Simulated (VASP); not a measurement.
# Ta16H (a cell with a defect) in VASP: single point with PBE

Aim: the single point of Ta16H (a cell with a defect) with PBE.

Program: VASP 6.6.1. These are calculated values, not measurements. Logs are shortened: lines on timing, memory, paths and dates and some standing lists are left out, and cuts for length are marked.

**1. The cell of the first run**

The cell holds a defect, 17 atoms: a = 6.620 Å, b = 6.620 Å, c = 6.620 Å, α = 90.00°, β = 90.00°, γ = 90.00°.

**2. Single point, PBE**

The input, INCAR:

```
  PREC = Accurate
  ENCUT = 520
  EDIFF = 1E-6
  ISMEAR = -1
  SIGMA = 0.1
  LREAL = Auto
  LASPH = T
  NELM = 60
  ALGO = Normal
  ISIF = 2
  LWAVE = F
  LCHARG = F
  GGA = PE
  NBANDS = 102
```

The input, KPOINTS:

```
regular mesh
0
Gamma
  3 3 3
```

The input, POSCAR:

```
Ta16H
1.0
    6.6200000000      0.0000000000      0.0000000000
    0.0000000000      6.6200000000      0.0000000000
    0.0000000000      0.0000000000      6.6200000000
Ta H
16 1
Direct
    0.0180664653      0.0162537764      0.0129305136
    0.5044712991      0.0006797583     -0.0173413897
   -0.0107854985      0.4837311178      0.0261178248
    0.0029758308     -0.0094108761      0.5016163142
    0.2530513595      0.2233836858      0.2416616314
    0.4934743202      0.5058459215      0.0167220544
    0.5037009063     -0.0019939577      0.5182628399
    0.7078096677      0.2391691843      0.2565861027
    0.0084743202      0.5184743202      0.5096223565
    0.2714652568      0.7796525680      0.2567220544
    0.2470694864      0.2674169184      0.7345619335
    0.4836102719      0.4857099698      0.5237160121
    0.7373564955      0.7633685801      0.2292145015
    0.7700302115      0.2364954683      0.7703474320
    0.2660725076      0.7435800604      0.7642749245
    0.7540785498      0.7244712991      0.7708761329
    0.0073867069      0.7378700906      0.2410574018
```

Potentials or basis: VASP PAW PBE potentials, release 64 (Ta_pv, H).

Run with:

```console
$ cat potpaw_PBE.64/Ta_pv/POTCAR potpaw_PBE.64/H/POTCAR > POTCAR
$ mpirun -np 1 vasp_std > vasp.out
```

OUTCAR:

```text
PREC = Accurate
   ENCUT = 520
   EDIFF = 1E-6
   ISMEAR = -1
   LREAL = Auto
   LASPH = T
   NELM = 60
   ISIF = 2
   GGA = PE

 ion  position               nearest neighbor table
   1  0.018  0.016  0.013-   5 2.57  14 2.72  10 2.81  13 2.88  11 2.91  15 2.94   8 3.00  16 3.06
                             3 3.10   2 3.23   4 3.24   4 3.39   2 3.41   3 3.53
   2  0.504  0.001  0.983-  15 2.73  14 2.74  13 2.74   8 2.76  10 2.79   5 2.81  16 2.84  11 2.95
                             7 3.07   1 3.23   6 3.28   6 3.35   1 3.41   7 3.55
   3  0.989  0.484  0.026-  17 2.21  14 2.77  16 2.80  13 2.83   5 2.84   8 2.90  11 2.95  15 3.05
                             1 3.10  10 3.11   9 3.21   6 3.29   6 3.34   9 3.43   1 3.53
   4  0.003  0.991  0.502-  10 2.78   5 2.84  14 2.86  11 2.89  13 2.93  15 2.95  16 3.00   8 3.03
                             9 3.13   1 3.24   7 3.31   7 3.32   1 3.39   9 3.50
   5  0.253  0.223  0.242-   1 2.57   2 2.81   3 2.84   4 2.84   6 2.87   7 2.89  10 2.94  12 2.97
                             8 3.01   9 3.10  11 3.28  11 3.37
   6  0.493  0.506  0.017-  13 2.74  15 2.75   8 2.77  16 2.78  10 2.82   5 2.87  11 2.94  14 3.03
                            12 3.27   2 3.28   3 3.29   3 3.34   2 3.35  12 3.36
   7  0.504  0.998  0.518-   8 2.72  10 2.73  15 2.82  11 2.85   5 2.89  14 2.90  13 2.91  16 2.97
                             2 3.07  12 3.23   4 3.31   4 3.32  12 3.39   2 3.55
   8  0.708  0.239  0.257-   7 2.72   2 2.76   6 2.77  12 2.83   3 2.90   1 3.00   5 3.01   4 3.03
                            13 3.16   9 3.19  14 3.25  14 3.43  13 3.48
   9  0.008  0.518  0.510-  11 2.73  16 2.77  15 2.82  10 2.97  14 2.99  13 3.05   5 3.10   4 3.13
                            12 3.15   8 3.19   3 3.21   3 3.43  12 3.48   4 3.50
  10  0.271  0.780  0.257-  17 1.77   7 2.73   4 2.78   2 2.79   1 2.81   6 2.82   5 2.94   9 2.97
                            12 2.98  13 3.09   3 3.11  15 3.27  15 3.37  13 3.54
  11  0.247  0.267  0.735-  12 2.55   9 2.73   7 2.85   4 2.89   1 2.91   6 2.94   3 2.95   2 2.95
                            15 3.16  14 3.17   5 3.28   5 3.37  15 3.48  14 3.48
  12  0.484  0.486  0.524-  11 2.55  15 2.74   8 2.83  16 2.90   5 2.97  10 2.98  14 3.00   9 3.15
                            13 3.16   7 3.23   6 3.27   6 3.36   7 3.39   9 3.48
  13  0.737  0.763  0.229-  17 1.80   6 2.74   2 2.74   3 2.83   1 2.88   7 2.91   4 2.93  16 3.05
                             9 3.05  10 3.09   8 3.16  12 3.16   8 3.48  10 3.54  16 3.60
  14  0.770  0.236  0.770-   1 2.72   2 2.74   3 2.77   4 2.86   7 2.90   9 2.99  12 3.00   6 3.03
                            11 3.17  16 3.23   8 3.25  16 3.39   8 3.43  11 3.48
  15  0.266  0.744  0.764-   2 2.73  12 2.74   6 2.75   7 2.82   9 2.82   1 2.94   4 2.95   3 3.05
                            11 3.16  16 3.23  10 3.27  10 3.37  16 3.39  11 3.48
  16  0.754  0.724  0.771-   9 2.77   6 2.78   3 2.80   2 2.84  12 2.90   7 2.97   4 3.00  13 3.05
                             1 3.06  14 3.23  15 3.23  14 3.39  15 3.39  13 3.60
  17  0.007  0.738  0.241-  10 1.77  13 1.80   3 2.21

  LATTYP: Found a simple cubic cell.
 ALAT       =     6.6200000000

  Lattice vectors:

 A1 = (   6.6200000000,   0.0000000000,   0.0000000000)
 A2 = (   0.0000000000,   6.6200000000,   0.0000000000)
 A3 = (   0.0000000000,   0.0000000000,   6.6200000000)

Analysis of symmetry for initial positions (statically):
=====================================================================
 Subroutine PRICEL returns:
 Original cell was already a primitive cell.

 Routine SETGRP: Setting up the symmetry group for a
 simple cubic supercell.

 Subroutine GETGRP returns: Found  1 space group operations
 (whereof  1 operations were pure point group operations)
 out of a pool of 48 trial point group operations.

The static configuration has the point symmetry C_1 .

Analysis of symmetry for dynamics (positions and initial velocities):
=====================================================================
 Subroutine PRICEL returns:
 Original cell was already a primitive cell.

 Routine SETGRP: Setting up the symmetry group for a
 simple cubic supercell.

 Subroutine GETGRP returns: Found  1 space group operations
 (whereof  1 operations were pure point group operations)
 out of a pool of 48 trial point group operations.

The dynamic configuration has the point symmetry C_1 .

 Subroutine INISYM returns: Found  1 space group operations
 (whereof  1 operations are pure point group operations),
 and found     1 'primitive' translations

----------------------------------------------------------------------------------------

                                     Primitive cell

  volume of cell :     290.1175

  direct lattice vectors                    reciprocal lattice vectors
[... 65 lines left out ...]
     0.000000000  0.000000000  0.000000000

 Subroutine IBZKPT returns following result:
 ===========================================

 Found     14 irreducible k-points:

 Following reciprocal coordinates:
            Coordinates               Weight
  0.000000  0.000000  0.000000      1.000000
  0.333333  0.000000  0.000000      2.000000
  0.000000  0.333333  0.000000      2.000000
  0.000000  0.000000  0.333333      2.000000
  0.333333  0.333333  0.000000      2.000000
  0.000000  0.333333  0.333333      2.000000
  0.333333  0.000000  0.333333      2.000000
 -0.333333  0.333333  0.000000      2.000000
 -0.333333  0.000000  0.333333      2.000000
  0.000000 -0.333333  0.333333      2.000000
  0.333333  0.333333  0.333333      2.000000
 -0.333333  0.333333  0.333333      2.000000
 -0.333333 -0.333333  0.333333      2.000000
  0.333333 -0.333333  0.333333      2.000000
   k-points           NKPTS =     14   k-points in BZ     NKDIM =     14   number of bands    NBANDS=    102
   number of dos      NEDOS =    301   number of ions     NIONS =     17
   total plane-waves  NPLWV = 125000
   dimension x,y,z NGX =    50 NGY =   50 NGZ =   50
   dimension x,y,z NGXF=   100 NGYF=  100 NGZF=  100
   ions per type =              16   1
   NGX,Y,Z   is equivalent  to a cutoff of  12.56, 12.56, 12.56 a.u.
   NGXF,Y,Z  is equivalent  to a cutoff of  25.11, 25.11, 25.11 a.u.
 SYSTEM =  unknown system
   PREC   = accura    normal or accurate (medium, high low for compatibility)
   ISTART =      0    job   : 0-new  1-cont  2-samecut
   ICHARG =      2    charge: 1-file 2-atom 10-const
   ISPIN  =      1    spin polarized calculation?
   LNONCOLLINEAR =      F non collinear calculations
   LSORBIT =      F    spin-orbit coupling
   LASPH  =      T    aspherical Exc in radial PAW
   ENCUT  =  520.0 eV  38.22 Ry    6.18 a.u.  12.31 12.31 12.31*2*pi/ulx,y,z
   NELM   =     60;   NELMIN=  2; NELMDL= -5     # of ELM steps
   EDIFF  = 0.1E-05   stopping-criterion for ELM
   LREAL  =      T    real-space projection
   EDIFFG = 0.1E-04   stopping-criterion for IOM
   NSW    =      0    number of steps for IOM
   IBRION =     -1    ionic relax: 0-MD 1-quasi-New 2-CG
   NFREE  =      0    steps in history (QN), initial steepest desc. (CG)
   ISIF   =      2    stress and relaxation
   ISYM   =      2    0-nonsym 1-usesym 2-fastsym
   POTIM  = 0.5000    time-step for ionic-motion
   TEBEG  =    0.0;   TEEND  =   0.0 temperature during run
   PSTRESS=    0.0 pullay stress
   NELECT =     177.0000    total number of electrons
   NUPDOWN=      -1.0000    fix difference up-down
   EMIN   =  10.00;   EMAX   =-10.00  energy-range for DOS
   EFERMI =   0.00;   METHOD = LEGACY
   ISMEAR =    -1;   SIGMA  =   0.10  broadening in eV -4-tet -1-fermi 0-gaus
   EFERMI_NEDOS =   21; number of points for ismear=-14 and -15
   IALGO  =     38    algorithm
   IMIX   =      4    mixing-type and parameters
     AMIX     =   0.40;   BMIX     =  1.00
     AMIX_MAG =   1.60;   BMIX_MAG =  1.00
  volume/ion in A,a.u.               =      17.07       115.17
  Fermi-wavevector in a.u.,A,eV,Ry     =   1.388485  2.623857 26.230553  1.927891
  Thomas-Fermi vector in A             =   2.512607
   LORBIT       =      0    0 simple, 1 ext, 2 COOP (PROOUT), +10 PAW based schemes
   GGA     = PE    functional components
   LHFCALC =     F    Hartree Fock is set to
   AEXX    =    0.0000 exact exchange contribution
   IVDW    =     0    specifies the selected vdW correction
   LEPSILON=     F    determine dielectric tensor
   LRPA    =     F    only Hartree local field effects (RPA)
 non-spin polarized calculation
  energy-cutoff  :      520.00
  volume of cell :      290.12
 maximum number of plane-waves:      7820
 NGX is ok and might be reduce to    50
   NGX = 25   NGY = 25   NGZ = 25

 number of electron     177.0000009 magnetization

 Free energy of the ion-electron system (eV)
  ---------------------------------------------------
  ext. energy  EPLUGINS =         0.00000000
  ---------------------------------------------------
  free energy    TOTEN  =      -190.12061926 eV

  energy without entropy =     -189.42896774  energy(sigma->0) =     -189.77479350

 E-fermi :   5.5965     XC(G=0): -12.5962

 val. band max:        5.5943981625   @ k =   0.3333   0.3333   0.3333
 cond. band min:       5.6018655887   @ k =   0.0000   0.0000   0.3333
 fundamental gap:      0.0074674262
 Fermi energy:         5.5965405109

 k-point     1 :       0.0000    0.0000    0.0000
  band No.  band energies     occupation
      1     -28.8754      2.00000
      2     -28.8653      2.00000
      3     -28.8321      2.00000
      4     -28.8069      2.00000
      5     -28.7868      2.00000
      6     -28.7707      2.00000
[... 1431 lines left out ...]
     99       7.9284      0.00000
    100       8.0886      0.00000
 [bands above 100 left out]

------------------------ aborting loop because EDIFF is reached ----------------------------------------

  FORCE on cell =-STRESS in cart. coord.  units (eV):
  Direction    XX          YY          ZZ          XY          YZ          ZX
  --------------------------------------------------------------------------------------
  -------------------------------------------------------------------------------------
  Total       18.4688554     12.3146336     11.5103745      1.2372625      0.1669582      0.7639794
  in kB      101.9944629     68.0077035     63.5661733      6.8327960      0.9220283      4.2190849
  external PRESSURE =      77.8561132 kB  Pullay stress =       0.0000000 kB

 VOLUME and BASIS-vectors are now :
 -----------------------------------------------------------------------------
  energy-cutoff  :      520.00
  volume of cell :      290.12
      direct lattice vectors                 reciprocal lattice vectors
     6.620000000  0.000000000  0.000000000     0.151057402  0.000000000  0.000000000
     0.000000000  6.620000000  0.000000000     0.000000000  0.151057402  0.000000000
     0.000000000  0.000000000  6.620000000     0.000000000  0.000000000  0.151057402

 POSITION                                       TOTAL-FORCE (eV/Angst)
 -----------------------------------------------------------------------------------
      0.11960      0.10760      0.08560        -1.356873     -1.221543     -1.487509
      3.33960      0.00450      6.50520        -0.221164     -0.084356      0.579164
      6.54860      3.20230      0.17290         0.858576      0.645656     -0.652304
      0.01970      6.55770      3.32070        -0.409524      0.194230      0.507354
      1.67520      1.47880      1.59980         0.145765      2.501524      1.805989
      3.26680      3.34870      0.11070         0.169527     -0.921669     -0.676345
[... 9 lines left out ...]
      4.99200      4.79600      5.10320         0.452610      1.200804     -0.551654
      0.04890      4.88470      1.59580        -0.309813     -0.625417     -0.035770
 -----------------------------------------------------------------------------------
    total drift:                               -0.006079     -0.002146      0.002872

  FREE ENERGIE OF THE ION-ELECTRON SYSTEM (eV)
  ---------------------------------------------------
  free  energy   TOTEN  =      -190.1206192580 eV

  energy  without entropy=     -189.4289677385  energy(sigma->0) =     -189.77479350
```

It took 28 min on 1 thread of Intel Xeon 8259CL, shared host; peak memory 0.52 GiB.

What came out:

* Free energy: -190.1206 eV
* Pressure: 7.8 GPa
* Largest force: 3.089 eV/Å
* Band gap on the k mesh: zero (an odd number of electrons rules out a gap without spin polarisation)

Forces on the atoms (eV/Å):
```
Ta  -1.357 -1.222 -1.488
Ta  -0.221 -0.084  0.579
Ta   0.859  0.646 -0.652
Ta  -0.410  0.194  0.507
Ta   0.146  2.502  1.806
Ta   0.170 -0.922 -0.676
Ta   0.407 -0.159 -0.130
Ta   2.430  0.617  0.216
Ta  -0.846 -0.795 -0.442
Ta   0.533 -1.503  0.210
Ta  -0.854 -1.803  2.003
Ta   1.587  1.162 -1.603
Ta  -0.532 -0.605  2.211
Ta  -0.891  1.141 -1.410
Ta  -1.161  0.257 -0.543
Ta   0.453  1.201 -0.552
H   -0.310 -0.625 -0.036
```

Caveat: the atoms stand as in a frame of molecular dynamics; spin-orbit coupling is left out, which moves the levels of the heavy elements.
